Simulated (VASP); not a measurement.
# Rb (R-3m) in VASP: settings compared

Rb is run at these levels: LDA, PBEsol; tasks: single point.

All numbers are computed with VASP 6.6.1; they aren't measurements. Logs are shortened: lines on timing, memory, paths and dates and some standing lists are left out, and cuts for length are marked.

### Step 1. The cell of the first run

It takes space group R-3m (No. 166, trigonal). The conventional cell has a = 4.771 Å, b = 4.771 Å, c = 35.293 Å, α = 90.00°, β = 90.00°, γ = 120.00°.

### Step 2. Single point, LDA

INCAR reads:

```
SYSTEM = Rb
PREC     = Accurate       ! precision mode
ENCUT    = 520            ! plane-wave cutoff, eV
EDIFF    = 1E-7           ! SCF threshold, eV
ISMEAR   = 0              ! smearing method
SIGMA    = 0.1            ! smearing width, eV
LREAL    = .False.        ! projectors in reciprocal space
LASPH    = .True.         ! aspherical terms in the spheres
NELM     = 100            ! most SCF steps
ALGO     = Normal         ! electronic algorithm
ISIF     = 2              ! what is computed and relaxed
LWAVE    = .False.        ! write WAVECAR
LCHARG   = .False.        ! write CHGCAR
NBANDS   = 20             ! bands
```

KPOINTS reads:

```
Automatic mesh
0
Gamma
  5 5 5
  0 0 0
```

POSCAR reads:

```
Rb
1.0
    2.3856253800      1.3773414554     11.7642649579
   -2.3856253800      1.3773414554     11.7642649579
    0.0000000000     -2.7546829107     11.7642649579
Rb
3
Direct
    0.0000000000      0.0000000000      0.0000000000
    0.7777816325      0.7777816325      0.7777816325
    0.2222183675      0.2222183675      0.2222183675
```

Potentials or basis: VASP PAW LDA potentials, release 64 (Rb_sv).

Started as:

```bash
> cat potpaw_LDA.64/Rb_sv/POTCAR > POTCAR
> mpirun -np 1 vasp_std > vasp.out
```

OUTCAR:

```text
SYSTEM = Rb
   PREC = Accurate
   ENCUT = 520
   EDIFF = 1E-7
   ISMEAR = 0
   LREAL = .False.
   LASPH = .True.
   NELM = 100
   ISIF = 2

 ion  position               nearest neighbor table
   1  0.000  0.000  0.000-   2 4.79   2 4.79   3 4.79   3 4.79   2 4.79   3 4.79
   2  0.778  0.778  0.778-   3 4.79   3 4.79   3 4.79   1 4.79   1 4.79   1 4.79
   3  0.222  0.222  0.222-   2 4.79   2 4.79   2 4.79   1 4.79   1 4.79   1 4.79

  LATTYP: Found a trigonal (rhomboedric) cell.
 ALAT       =    12.0824752405
 COS(alpha) =     0.9220308749

  Lattice vectors:

 A1 = (   2.3856253800,   1.3773414554,  11.7642649579)
 A2 = (  -2.3856253800,   1.3773414554,  11.7642649579)
 A3 = (   0.0000000000,  -2.7546829107,  11.7642649579)

Analysis of symmetry for initial positions (statically):
=====================================================================
 Subroutine PRICEL returns:
 Original cell was already a primitive cell.

 Routine SETGRP: Setting up the symmetry group for a
 trigonal (rhombohedral) supercell.

 Subroutine GETGRP returns: Found 12 space group operations
 (whereof 12 operations were pure point group operations)
 out of a pool of 12 trial point group operations.

The static configuration has the point symmetry D_3d.

Analysis of symmetry for dynamics (positions and initial velocities):
=====================================================================
 Subroutine PRICEL returns:
 Original cell was already a primitive cell.

 Routine SETGRP: Setting up the symmetry group for a
 trigonal (rhombohedral) supercell.

 Subroutine GETGRP returns: Found 12 space group operations
 (whereof 12 operations were pure point group operations)
 out of a pool of 12 trial point group operations.

The dynamic configuration has the point symmetry D_3d.

 Subroutine INISYM returns: Found 12 space group operations
 (whereof 12 operations are pure point group operations),
 and found     1 'primitive' translations

----------------------------------------------------------------------------------------

                                     Primitive cell

  volume of cell :     231.9316

  direct lattice vectors                    reciprocal lattice vectors
     2.385625380  1.377341455 11.764264958     0.209588649  0.121006063  0.028334395
    -2.385625380  1.377341455 11.764264958    -0.209588649  0.121006063  0.028334395
     0.000000000 -2.754682911 11.764264958     0.000000000 -0.242012126  0.028334395

  length of vectors
    12.082475241 12.082475241 12.082475241     0.243665153  0.243665153  0.243665153

  position of ions in fractional coordinates (direct lattice)
     0.000000000  0.000000000  0.000000000
     0.777781633  0.777781633  0.777781633
     0.222218367  0.222218367  0.222218367

  ion indices of the primitive-cell ions
   primitive index   ion index
                 1           1
                 2           2
                 3           3

----------------------------------------------------------------------------------------

 KPOINTS: Automatic mesh

Automatic generation of k-mesh.
 Grid dimensions read from file:
 generate k-points for:    5    5    5

 Generating k-lattice:

  Cartesian coordinates                     Fractional coordinates (reciprocal lattice)
     0.041917730  0.024201213  0.005666879     0.200000000  0.000000000  0.000000000
    -0.041917730  0.024201213  0.005666879     0.000000000  0.200000000  0.000000000
     0.000000000 -0.048402425  0.005666879     0.000000000  0.000000000  0.200000000

  Length of vectors
     0.048733031  0.048733031  0.048733031

  Shift w.r.t. Gamma in fractional coordinates (k-lattice)
     0.000000000  0.000000000  0.000000000

 Subroutine IBZKPT returns following result:
 ===========================================

 Found     19 irreducible k-points:

 Following reciprocal coordinates:
            Coordinates               Weight
  0.000000  0.000000  0.000000      1.000000
  0.200000  0.000000  0.000000      6.000000
  0.400000  0.000000 -0.000000      6.000000
  0.200000  0.200000  0.000000      6.000000
  0.400000  0.200000  0.000000     12.000000
 -0.400000  0.200000  0.000000     12.000000
[... 11 lines left out ...]
  0.400000  0.400000  0.400000      2.000000
 -0.400000  0.400000  0.400000      6.000000
   k-points           NKPTS =     19   k-points in BZ     NKDIM =     19   number of bands    NBANDS=     20
   number of dos      NEDOS =    301   number of ions     NIONS =      3
   total plane-waves  NPLWV = 729000
   dimension x,y,z NGX =    90 NGY =   90 NGZ =   90
   dimension x,y,z NGXF=   180 NGYF=  180 NGZF=  180
   ions per type =               3
   NGX,Y,Z   is equivalent  to a cutoff of  12.38, 12.38, 12.38 a.u.
   NGXF,Y,Z  is equivalent  to a cutoff of  24.77, 24.77, 24.77 a.u.
 SYSTEM =  Rb
   PREC   = accura    normal or accurate (medium, high low for compatibility)
   ISTART =      0    job   : 0-new  1-cont  2-samecut
   ICHARG =      2    charge: 1-file 2-atom 10-const
   ISPIN  =      1    spin polarized calculation?
   LNONCOLLINEAR =      F non collinear calculations
   LSORBIT =      F    spin-orbit coupling
   LASPH  =      T    aspherical Exc in radial PAW
   ENCUT  =  520.0 eV  38.22 Ry    6.18 a.u.  22.47 22.47 22.47*2*pi/ulx,y,z
   NELM   =    100;   NELMIN=  2; NELMDL= -5     # of ELM steps
   EDIFF  = 0.1E-06   stopping-criterion for ELM
   LREAL  =      F    real-space projection
   EDIFFG = 0.1E-05   stopping-criterion for IOM
   NSW    =      0    number of steps for IOM
   IBRION =     -1    ionic relax: 0-MD 1-quasi-New 2-CG
   NFREE  =      0    steps in history (QN), initial steepest desc. (CG)
   ISIF   =      2    stress and relaxation
   ISYM   =      2    0-nonsym 1-usesym 2-fastsym
   POTIM  = 0.5000    time-step for ionic-motion
   TEBEG  =    0.0;   TEEND  =   0.0 temperature during run
   PSTRESS=    0.0 pullay stress
   NELECT =      27.0000    total number of electrons
   NUPDOWN=      -1.0000    fix difference up-down
   EMIN   =  10.00;   EMAX   =-10.00  energy-range for DOS
   EFERMI =   0.00;   METHOD = LEGACY
   ISMEAR =     0;   SIGMA  =   0.10  broadening in eV -4-tet -1-fermi 0-gaus
   EFERMI_NEDOS =   21; number of points for ismear=-14 and -15
   IALGO  =     38    algorithm
   IMIX   =      4    mixing-type and parameters
     AMIX     =   0.40;   BMIX     =  1.00
     AMIX_MAG =   1.60;   BMIX_MAG =  1.00
  volume/ion in A,a.u.               =      77.31       521.72
  Fermi-wavevector in a.u.,A,eV,Ry     =   0.799361  1.510573  8.693817  0.638977
  Thomas-Fermi vector in A             =   1.906449
   LORBIT       =      0    0 simple, 1 ext, 2 COOP (PROOUT), +10 PAW based schemes
   GGA     = CA    functional components
   LHFCALC =     F    Hartree Fock is set to
   AEXX    =    0.0000 exact exchange contribution
   IVDW    =     0    specifies the selected vdW correction
   LEPSILON=     F    determine dielectric tensor
   LRPA    =     F    only Hartree local field effects (RPA)
 non-spin polarized calculation
 Gauss-broadening in eV      SIGMA  =   0.10
  energy-cutoff  :      520.00
  volume of cell :      231.93
 maximum number of plane-waves:      6258
 NGX is ok and might be reduce to    90
   NGX = 45   NGY = 45   NGZ = 45

 number of electron      27.0000000 magnetization

 Free energy of the ion-electron system (eV)
  ---------------------------------------------------
  ext. energy  EPLUGINS =         0.00000000
  ---------------------------------------------------
  free energy    TOTEN  =        -3.23782169 eV

  energy without entropy =       -3.23257015  energy(sigma->0) =       -3.23519592

 E-fermi :   0.1746     XC(G=0):  -6.1087

 val. band max:        0.1268122204   @ k =   0.4000   0.4000  -0.0000
 cond. band min:       0.2752784267   @ k =   0.4000   0.2000   0.2000
 fundamental gap:      0.1484662063
 Fermi energy:         0.1745947096

 k-point     1 :       0.0000    0.0000    0.0000
  band No.  band energies     occupation
      1     -28.5417      2.00000
      2     -28.5355      2.00000
      3     -28.5354      2.00000
      4     -12.7489      2.00000
      5     -12.7489      2.00000
      6     -12.6372      2.00000
[... 12 lines left out ...]
     19       3.6797      0.00000
     20       3.7600      0.00000

 k-point     2 :       0.2000    0.0000    0.0000
  band No.  band energies     occupation
      1     -28.5389      2.00000
      2     -28.5342      2.00000
      3     -28.5334      2.00000
      4     -12.7490      2.00000
      5     -12.7382      2.00000
      6     -12.6812      2.00000
[... 12 lines left out ...]
     19       2.8461      0.00000
     20       3.3198      0.00000

 k-point     3 :       0.4000    0.0000   -0.0000
  band No.  band energies     occupation
      1     -28.5340      2.00000
      2     -28.5315      2.00000
      3     -28.5310      2.00000
      4     -12.7772      2.00000
      5     -12.7662      2.00000
      6     -12.7521      2.00000
[... 12 lines left out ...]
     19       2.2680      0.00000
     20       2.5717      0.00000

 k-point     4 :       0.2000    0.2000    0.0000
  band No.  band energies     occupation
      1     -28.5388      2.00000
      2     -28.5347      2.00000
      3     -28.5330      2.00000
      4     -12.7559      2.00000
      5     -12.7309      2.00000
      6     -12.6788      2.00000
[... 12 lines left out ...]
     19       2.8248      0.00000
     20       3.3371      0.00000

 k-point     5 :       0.4000    0.2000    0.0000
  band No.  band energies     occupation
      1     -28.5349      2.00000
      2     -28.5326      2.00000
      3     -28.5310      2.00000
      4     -12.7524      2.00000
      5     -12.7498      2.00000
      6     -12.7315      2.00000
[... 12 lines left out ...]
     19       2.3545      0.00000
     20       2.7758      0.00000

 k-point     6 :      -0.4000    0.2000    0.0000
  band No.  band energies     occupation
      1     -28.5320      2.00000
      2     -28.5309      2.00000
      3     -28.5306      2.00000
      4     -12.7705      2.00000
      5     -12.7620      2.00000
      6     -12.7489      2.00000
[... 12 lines left out ...]
     19       1.9801      0.00000
     20       2.0551      0.00000

 k-point     7 :      -0.2000    0.2000    0.0000
  band No.  band energies     occupation
      1     -28.5351      2.00000
      2     -28.5317      2.00000
      3     -28.5317      2.00000
      4     -12.7546      2.00000
      5     -12.7535      2.00000
      6     -12.7289      2.00000
[... 12 lines left out ...]
     19       2.2835      0.00000
     20       2.9433      0.00000
[... 162 lines left out ...]
 k-point    15 :      -0.4000    0.4000    0.2000
  band No.  band energies     occupation
      1     -28.5343      2.00000
      2     -28.5335      2.00000
      3     -28.5306      2.00000
      4     -12.7463      2.00000
      5     -12.7404      2.00000
      6     -12.7380      2.00000
[... 12 lines left out ...]
     19       2.3134      0.00000
     20       2.7512      0.00000

 k-point    16 :      -0.2000    0.4000    0.2000
  band No.  band energies     occupation
      1     -28.5318      2.00000
      2     -28.5312      2.00000
      3     -28.5304      2.00000
      4     -12.7706      2.00000
      5     -12.7638      2.00000
      6     -12.7461      2.00000
[... 12 lines left out ...]
     19       2.1326      0.00000
     20       2.2604      0.00000

 k-point    17 :      -0.4000   -0.4000    0.2000
  band No.  band energies     occupation
      1     -28.5332      2.00000
      2     -28.5330      2.00000
      3     -28.5303      2.00000
      4     -12.7744      2.00000
      5     -12.7643      2.00000
      6     -12.7498      2.00000
[... 12 lines left out ...]
     19       2.2839      0.00000
     20       2.7070      0.00000

 k-point    18 :       0.4000    0.4000    0.4000
  band No.  band energies     occupation
      1     -28.5403      2.00000
      2     -28.5388      2.00000
      3     -28.5334      2.00000
      4     -12.7880      2.00000
      5     -12.6812      2.00000
      6     -12.6504      2.00000
[... 12 lines left out ...]
     19       3.6627      0.00000
     20       3.6634      0.00000

 k-point    19 :      -0.4000    0.4000    0.4000
  band No.  band energies     occupation
      1     -28.5375      2.00000
      2     -28.5370      2.00000
      3     -28.5320      2.00000
      4     -12.7688      2.00000
      5     -12.6971      2.00000
      6     -12.6941      2.00000
[... 12 lines left out ...]
     19       3.0203      0.00000
     20       3.0907      0.00000

------------------------ aborting loop because EDIFF is reached ----------------------------------------

  FORCE on cell =-STRESS in cart. coord.  units (eV):
  Direction    XX          YY          ZZ          XY          YZ          ZX
  --------------------------------------------------------------------------------------
  -------------------------------------------------------------------------------------
  Total        0.0013506      0.0013506     -0.0200847      0.0000000     -0.0000000     -0.0000000
  in kB        0.0093301      0.0093301     -0.1387447      0.0000000     -0.0000000     -0.0000000
  external PRESSURE =      -0.0400282 kB  Pullay stress =       0.0000000 kB

 VOLUME and BASIS-vectors are now :
 -----------------------------------------------------------------------------
  energy-cutoff  :      520.00
  volume of cell :      231.93
      direct lattice vectors                 reciprocal lattice vectors
     2.385625380  1.377341455 11.764264958     0.209588649  0.121006063  0.028334395
    -2.385625380  1.377341455 11.764264958    -0.209588649  0.121006063  0.028334395
     0.000000000 -2.754682911 11.764264958     0.000000000 -0.242012126  0.028334395

 POSITION                                       TOTAL-FORCE (eV/Angst)
 -----------------------------------------------------------------------------------
      0.00000      0.00000      0.00000         0.000000     -0.000000     -0.000000
      0.00000      0.00000     27.45009         0.000000      0.000000      0.000060
      0.00000      0.00000      7.84271         0.000000     -0.000000     -0.000060
 -----------------------------------------------------------------------------------
    total drift:                               -0.000000      0.000000     -0.000000

  FREE ENERGIE OF THE ION-ELECTRON SYSTEM (eV)
  ---------------------------------------------------
  free  energy   TOTEN  =        -3.2378216890 eV

  energy  without entropy=       -3.2325701473  energy(sigma->0) =       -3.23519592
```

Wall time 13 min (1 thread of Oxide Virtual Turin-like, shared host); peak memory 0.71 GiB.

What came out:

* Free energy: -3.2378 eV
* Pressure: 0.0 GPa
* Band gap on the k mesh: zero (an odd number of electrons rules out a gap without spin polarisation)

Levels at points of the mesh, in eV from the Fermi level:
| k point | band 12 | band 13 | band 14 | band 15 | band 16 | band 17 |
| --- | --- | --- | --- | --- | --- | --- |
| (0.00, 0.00, 0.00) | -12.80 | -2.21 | -0.92 | -0.92 | 1.75 | 1.76 |

(Continued in part 2 of 2.)
